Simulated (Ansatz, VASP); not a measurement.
## Two plane-wave programs on MgS

```
Mg S
1.0
     0.00000    2.91811    2.74813
     2.91811    0.00000    2.74813
     2.91811    2.91811    0.00000
Mg S
1 1
Direct
  0.00000 0.00000 0.00000
  0.75000 0.75000 0.75000
```

Change from the starting cell: strain +0.030 along x and y, -0.030 along z, atoms carried along.

Alike in both runs: task single point; functional LDA; k mesh 8 × 8 × 8; occupations gaussian, width 0.05 eV; no spin polarisation.

|  | VASP | Ansatz |
| --- | --- | --- |
| version | VASP 6.6.1 | Ansatz 0.2.0 |
| potentials or method | VASP PAW LDA potentials, release 64 (Mg, S), cutoff 520 eV | scalar-relativistic, plane waves, PAW |
| valence electrons in the cell | 8 | 16 |

VASP gave:

* gap on the k mesh at the Fermi level (eV): 2.94
* least direct gap on the mesh (eV): 2.94
* pressure (GPa): -4.0
* traceless stress, the component that is largest in VASP (GPa): 0.80

Question: Which values does Ansatz return?

Answer: gap on the k mesh at the Fermi level (eV): 2.93; least direct gap on the mesh (eV): 2.93; pressure (GPa): -3.7; traceless stress, the component that is largest in VASP (GPa): 0.82.

LDA's correlation is that of Perdew and Zunger in VASP and of Perdew and Wang (1992) in Ansatz. VASP's potentials hold 8 valence electrons a cell and Ansatz's 16, so a difference there can come from the potentials and not from the codes.
